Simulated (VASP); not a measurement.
Here is a VASP 6.6.1 calculation.

The input INCAR:

```
SYSTEM = Ti6C
ALGO     = Normal         ! electronic algorithm
DIPOL    = 0.5 0.5 0.482
EDIFF    = 1E-7           ! SCF threshold, eV
ENCUT    = 520            ! plane-wave cutoff, eV
GGA      = PS             ! functional
IDIPOL   = 3            
ISIF     = 2              ! what is computed and relaxed
ISMEAR   = 0              ! smearing method
LASPH    = .TRUE.         ! aspherical terms in the spheres
LCHARG   = .FALSE.        ! write CHGCAR
LDIPOL   = .TRUE.       
LREAL    = .FALSE.        ! projectors in reciprocal space
LWAVE    = .FALSE.        ! write WAVECAR
NBANDS   = 47             ! bands
NELM     = 60             ! most SCF steps
PREC     = Accurate       ! precision mode
SIGMA    = 0.1            ! smearing width, eV
```

KPOINTS

```
k-points
0
G
  10 7 1
  0 0 0
```

POSCAR

```
Ti6C
1.0
    2.8679135959      0.0000000000      0.0000000000
    0.0000000000      4.0558423031      0.0000000000
    0.0000000000      0.0000000000     26.1697839898
Ti C
6 1
Direct
    0.5000000000      0.5000000000      0.3248020695
    0.0000000000      0.0000000000      0.3795964385
    0.5000000000      0.5000000000      0.4343908074
    0.0000000000      0.0000000000      0.4846058710
    0.5000000000      0.5000000000      0.5477348355
    0.0000000000      0.0000000000      0.6041369363
    0.0000000000      0.5000000000      0.5997148366
```

Potentials or basis: VASP PAW PBE potentials, release 64 (Ti_sv, C).

Command:

```sh
$ cat potpaw_PBE.64/Ti_sv/POTCAR potpaw_PBE.64/C/POTCAR > POTCAR
$ mpirun -np 1 vasp_std > vasp.out
```

Q: What does it give for the band gap on the k mesh?

A: Zero (bands 38 and 39 overlap by 0.39 eV).

Q: Predict the largest force.

A: 0.525 eV/Å.

Forces on the atoms (eV/Å):
```
Ti   0.000  0.000  0.525
Ti   0.000  0.000 -0.179
Ti   0.000  0.000 -0.338
Ti   0.000  0.000 -0.004
Ti   0.000  0.000 -0.026
Ti   0.000  0.000 -0.002
C    0.000  0.000  0.024
```

Caveat: the PAW data sets were made with another functional, which shifts forces and pressure a little.
